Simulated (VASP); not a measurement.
# TePb (Fm-3m) in VASP: density of states with PBE

Aim: the density of states of TePb with PBE.

All numbers are computed with VASP 6.6.1; they aren't measurements. Logs are shortened: lines on timing, memory, paths and dates and some standing lists are left out, and cuts for length are marked.

### Step 1. The cell of the first run

The structure is cubic, space group Fm-3m (No. 225). The conventional cell has a = 6.572 Å, b = 6.572 Å, c = 6.572 Å, α = 90.00°, β = 90.00°, γ = 90.00°. Within 4.3 Å of Te (site symmetry m-3m) lie 6 Pb at 3.29 Å. Pb (site symmetry m-3m) has 6 Te at 3.29 Å within 4.3 Å.

### Step 2. Density of states, PBE

File POSCAR:

```
TePb
1.0
    0.0000000000      3.2860508033      3.2860508033
    3.2860508033      0.0000000000      3.2860508033
    3.2860508033      3.2860508033      0.0000000000
Te Pb
1 1
Direct
    0.5000000000      0.5000000000      0.5000000000
    0.0000000000      0.0000000000      0.0000000000
```

File INCAR.step1:

```
  PREC = Accurate
  ENCUT = 400
  EDIFF = 1E-6
  ISMEAR = 0
  SIGMA = 0.02
  LREAL = False
  LASPH = True
  NELM = 120
  ALGO = Normal
  ISIF = 2
  LWAVE = False
  LCHARG = True
  GGA = PE
  NBANDS = 17
  GGA_COMPAT = False
  NEDOS = 2001
  LORBIT = 11
```

File KPOINTS.step1:

```
Automatic mesh
0
Gamma
  8 8 8
```

File INCAR.step2:

```
  PREC = Accurate
  ENCUT = 400
  EDIFF = 1E-6
  ISMEAR = -5
  SIGMA = 0.02
  LREAL = False
  LASPH = True
  NELM = 120
  ALGO = Normal
  ISIF = 2
  LWAVE = False
  LCHARG = False
  GGA = PE
  LORBIT = 11
  NBANDS = 17
  NEDOS = 2001
  ICHARG = 11
  GGA_COMPAT = False
```

File KPOINTS.step2:

```
Automatic mesh
0
Gamma
  12 12 12
```

Potentials or basis: VASP PAW PBE potentials, release 64 (Te, Pb_d).

Command:

```
$ cat potpaw_PBE.64/Te/POTCAR potpaw_PBE.64/Pb_d/POTCAR > POTCAR
$ cp INCAR.step1 INCAR
$ cp KPOINTS.step1 KPOINTS
$ mpirun -np 1 vasp_std > vasp.out
$ cp INCAR.step2 INCAR
$ cp KPOINTS.step2 KPOINTS
$ mpirun -np 1 vasp_std > vasp.out
```

OUTCAR:

```text
PREC = Accurate
   ENCUT = 400
   EDIFF = 1E-6
   ISMEAR = -5
   LREAL = False
   LASPH = True
   NELM = 120
   ISIF = 2
   GGA = PE
   LORBIT = 11
   ICHARG = 11

 ion  position               nearest neighbor table
   1  0.500  0.500  0.500-   2 3.29   2 3.29   2 3.29   2 3.29   2 3.29   2 3.29
   2  0.000  0.000  0.000-   1 3.29   1 3.29   1 3.29   1 3.29   1 3.29   1 3.29

  LATTYP: Found a face centered cubic cell.
 ALAT       =     6.5721016066

  Lattice vectors:

 A1 = (   0.0000000000,   3.2860508033,   3.2860508033)
 A2 = (   3.2860508033,   0.0000000000,   3.2860508033)
 A3 = (   3.2860508033,   3.2860508033,   0.0000000000)

Analysis of symmetry for initial positions (statically):
=====================================================================
 Subroutine PRICEL returns:
 Original cell was already a primitive cell.

 Routine SETGRP: Setting up the symmetry group for a
 face centered cubic supercell.

 Subroutine GETGRP returns: Found 48 space group operations
 (whereof 48 operations were pure point group operations)
 out of a pool of 48 trial point group operations.

The static configuration has the point symmetry O_h .

Analysis of symmetry for dynamics (positions and initial velocities):
=====================================================================
 Subroutine PRICEL returns:
 Original cell was already a primitive cell.

 Routine SETGRP: Setting up the symmetry group for a
 face centered cubic supercell.

 Subroutine GETGRP returns: Found 48 space group operations
 (whereof 48 operations were pure point group operations)
 out of a pool of 48 trial point group operations.

The dynamic configuration has the point symmetry O_h .

 Subroutine INISYM returns: Found 48 space group operations
 (whereof 48 operations are pure point group operations),
 and found     1 'primitive' translations

----------------------------------------------------------------------------------------

                                     Primitive cell

  volume of cell :      70.9664

  direct lattice vectors                    reciprocal lattice vectors
     0.000000000  3.286050803  3.286050803    -0.152158329  0.152158329  0.152158329
     3.286050803  0.000000000  3.286050803     0.152158329 -0.152158329  0.152158329
     3.286050803  3.286050803  0.000000000     0.152158329  0.152158329 -0.152158329

  length of vectors
     4.647177613  4.647177613  4.647177613     0.263545957  0.263545957  0.263545957

  position of ions in fractional coordinates (direct lattice)
     0.500000000  0.500000000  0.500000000
     0.000000000  0.000000000  0.000000000

  ion indices of the primitive-cell ions
   primitive index   ion index
                 1           1
                 2           2

----------------------------------------------------------------------------------------

 KPOINTS: Automatic mesh

Automatic generation of k-mesh.
 Grid dimensions read from file:
 generate k-points for:   12   12   12

 Generating k-lattice:

  Cartesian coordinates                     Fractional coordinates (reciprocal lattice)
    -0.012679861  0.012679861  0.012679861     0.083333333  0.000000000  0.000000000
     0.012679861 -0.012679861  0.012679861     0.000000000  0.083333333  0.000000000
     0.012679861  0.012679861 -0.012679861     0.000000000  0.000000000  0.083333333

  Length of vectors
     0.021962163  0.021962163  0.021962163

  Shift w.r.t. Gamma in fractional coordinates (k-lattice)
     0.000000000  0.000000000  0.000000000

 TETIRR: Found    247 inequivalent tetrahedra from    10368

 Subroutine IBZKPT returns following result:
 ===========================================

 Found     72 irreducible k-points:

 Following reciprocal coordinates:
            Coordinates               Weight
  0.000000  0.000000  0.000000      1.000000
  0.083333  0.000000  0.000000      8.000000
  0.166667  0.000000  0.000000      8.000000
  0.250000  0.000000  0.000000      8.000000
  0.333333  0.000000  0.000000      8.000000
  0.416667  0.000000  0.000000      8.000000
[... 16 lines left out ...]
  0.500000  0.166667  0.000000     24.000000
 -0.416667  0.166667  0.000000     24.000000
 [... further k-points ...]
   k-points           NKPTS =     72   k-points in BZ     NKDIM =     72   number of bands    NBANDS=     17
   number of dos      NEDOS =   2001   number of ions     NIONS =      2
   total plane-waves  NPLWV =  27000
   dimension x,y,z NGX =    30 NGY =   30 NGZ =   30
   dimension x,y,z NGXF=    60 NGYF=   60 NGZF=   60
   ions per type =               1   1
   NGX,Y,Z   is equivalent  to a cutoff of  10.73, 10.73, 10.73 a.u.
   NGXF,Y,Z  is equivalent  to a cutoff of  21.46, 21.46, 21.46 a.u.
 SYSTEM =  unknown system
   PREC   = accura    normal or accurate (medium, high low for compatibility)
   ISTART =      0    job   : 0-new  1-cont  2-samecut
   ICHARG =     11    charge: 1-file 2-atom 10-const
   ISPIN  =      1    spin polarized calculation?
   LNONCOLLINEAR =      F non collinear calculations
   LSORBIT =      F    spin-orbit coupling
   LASPH  =      T    aspherical Exc in radial PAW
   ENCUT  =  400.0 eV  29.40 Ry    5.42 a.u.   7.58  7.58  7.58*2*pi/ulx,y,z
   NELM   =    120;   NELMIN=  2; NELMDL=  0     # of ELM steps
   EDIFF  = 0.1E-05   stopping-criterion for ELM
   LREAL  =      F    real-space projection
[... 7 lines left out ...]
   TEBEG  =    0.0;   TEEND  =   0.0 temperature during run
   PSTRESS=    0.0 pullay stress
   NELECT =      20.0000    total number of electrons
   NUPDOWN=      -1.0000    fix difference up-down
   EMIN   =  10.00;   EMAX   =-10.00  energy-range for DOS
   EFERMI =   0.00;   METHOD = LEGACY
   ISMEAR =    -5;   SIGMA  =   0.02  broadening in eV -4-tet -1-fermi 0-gaus
   EFERMI_NEDOS =   21; number of points for ismear=-14 and -15
   IALGO  =     38    algorithm
   IMIX   =      4    mixing-type and parameters
     AMIX     =   0.40;   BMIX     =  1.00
     AMIX_MAG =   1.60;   BMIX_MAG =  1.00
  volume/ion in A,a.u.               =      35.48       239.45
  Fermi-wavevector in a.u.,A,eV,Ry     =   1.073332  2.028303 15.674464  1.152041
  Thomas-Fermi vector in A             =   2.209128
   LORBIT       =     11    0 simple, 1 ext, 2 COOP (PROOUT), +10 PAW based schemes
   GGA     = PE    functional components
   LHFCALC =     F    Hartree Fock is set to
   AEXX    =    0.0000 exact exchange contribution
   IVDW    =     0    specifies the selected vdW correction
   LEPSILON=     F    determine dielectric tensor
   LRPA    =     F    only Hartree local field effects (RPA)
 non-spin polarized calculation
 Fermi weights with tetrahedron method with Bloechl corrections
  energy-cutoff  :      400.00
  volume of cell :       70.97
 maximum number of plane-waves:      1308

 number of electron      20.0000011 magnetization

 Free energy of the ion-electron system (eV)
  ---------------------------------------------------
  ext. energy  EPLUGINS =         0.00000000
  ---------------------------------------------------
  free energy    TOTEN  =        -7.52306539 eV

  energy without entropy =       -7.52306539  energy(sigma->0) =       -7.52306539

 E-fermi :   4.9906     XC(G=0):  -9.0738

 val. band max:        4.9792017691   @ k =   0.5000   0.0000   0.0000
 cond. band min:       5.8137487571   @ k =   0.5000   0.0000   0.0000
 fundamental gap:      0.8345469880
 Fermi energy:         4.9906298931

 k-point     1 :       0.0000    0.0000    0.0000
  band No.  band energies     occupation
      1     -11.6628      2.00000
      2     -11.6628      2.00000
      3     -11.6545      2.00000
      4     -11.6545      2.00000
      5     -11.6545      2.00000
      6      -6.6247      2.00000
[... 9 lines left out ...]
     16      10.8968      0.00000
     17      12.3871      0.00000

 k-point     2 :       0.0833    0.0000    0.0000
  band No.  band energies     occupation
      1     -11.6634      2.00000
      2     -11.6634      2.00000
      3     -11.6544      2.00000
      4     -11.6538      2.00000
      5     -11.6538      2.00000
      6      -6.5692      2.00000
[... 9 lines left out ...]
     16      11.0251      0.00000
     17      12.8429      0.00000

 k-point     3 :       0.1667    0.0000    0.0000
  band No.  band energies     occupation
      1     -11.6653      2.00000
      2     -11.6653      2.00000
      3     -11.6539      2.00000
      4     -11.6515      2.00000
      5     -11.6515      2.00000
      6      -6.4054      2.00000
[... 9 lines left out ...]
     16      11.3834      0.00000
     17      13.8592      0.00000

 k-point     4 :       0.2500    0.0000    0.0000
  band No.  band energies     occupation
      1     -11.6682      2.00000
      2     -11.6682      2.00000
      3     -11.6534      2.00000
      4     -11.6480      2.00000
      5     -11.6480      2.00000
      6      -6.1442      2.00000
[... 9 lines left out ...]
     16      11.9478      0.00000
     17      15.0610      0.00000
[... 343 lines left out ...]
      1     -11.6820      2.00000
      2     -11.6658      2.00000
      3     -11.6538      2.00000
      4     -11.6436      2.00000
      5     -11.6402      2.00000
      6      -5.5536      2.00000
[... 9 lines left out ...]
     16      14.2743      0.00000
     17      14.8742      0.00000

 k-point    23 :       0.5000    0.1667    0.0000
  band No.  band energies     occupation
      1     -11.6822      2.00000
      2     -11.6687      2.00000
      3     -11.6515      2.00000
      4     -11.6431      2.00000
      5     -11.6393      2.00000
      6      -5.2845      2.00000
[... 9 lines left out ...]
     16      14.4101      0.00000
     17      14.8387      0.00000

 k-point    24 :      -0.4167    0.1667    0.0000
  band No.  band energies     occupation
      1     -11.6802      2.00000
      2     -11.6708      2.00000
      3     -11.6501      2.00000
      4     -11.6431      2.00000
      5     -11.6403      2.00000
      6      -5.2322      2.00000
[... 9 lines left out ...]
     16      13.4952      0.00000
     17      15.5497      0.00000

 [... further k-points ...]
[... 5 lines left out ...]
  --------------------------------------------------------------------------------------
  -------------------------------------------------------------------------------------
  Total       -0.0428229     -0.0428229     -0.0428229      0.0000000      0.0000000      0.0000000
  in kB       -0.9667942     -0.9667942     -0.9667942      0.0000000      0.0000000      0.0000000
  external PRESSURE =      -0.9667942 kB  Pullay stress =       0.0000000 kB

 VOLUME and BASIS-vectors are now :
 -----------------------------------------------------------------------------
  energy-cutoff  :      400.00
  volume of cell :       70.97
      direct lattice vectors                 reciprocal lattice vectors
     0.000000000  3.286050803  3.286050803    -0.152158329  0.152158329  0.152158329
     3.286050803  0.000000000  3.286050803     0.152158329 -0.152158329  0.152158329
     3.286050803  3.286050803  0.000000000     0.152158329  0.152158329 -0.152158329

 POSITION                                       TOTAL-FORCE (eV/Angst)
 -----------------------------------------------------------------------------------
      3.28605      3.28605      3.28605         0.000000      0.000000      0.000000
      0.00000      0.00000      0.00000        -0.000000     -0.000000      0.000000
 -----------------------------------------------------------------------------------
    total drift:                               -0.000000      0.000000      0.000000

  FREE ENERGIE OF THE ION-ELECTRON SYSTEM (eV)
  ---------------------------------------------------
  free  energy   TOTEN  =        -7.5230653902 eV

  energy  without entropy=       -7.5230653902  energy(sigma->0) =       -7.52306539

 total charge

# of ion       s       p       d       tot
------------------------------------------
    1        1.373   1.990   0.015   3.378
    2        1.462   0.550   9.830  11.842
--------------------------------------------------
tot          2.835   2.541   9.845  15.221
```

It took 45 s on 1 thread of Intel Xeon Platinum 8488C (Sapphire Rapids), shared host; peak memory 0.19 GiB.

What came out:

| Quantity | Value |
| --- | --- |
| Valence electrons inside the program's atomic spheres | Te 3.38; Pb 11.84 |

Caveat: spin-orbit coupling is left out, which moves the levels of the heavy elements.
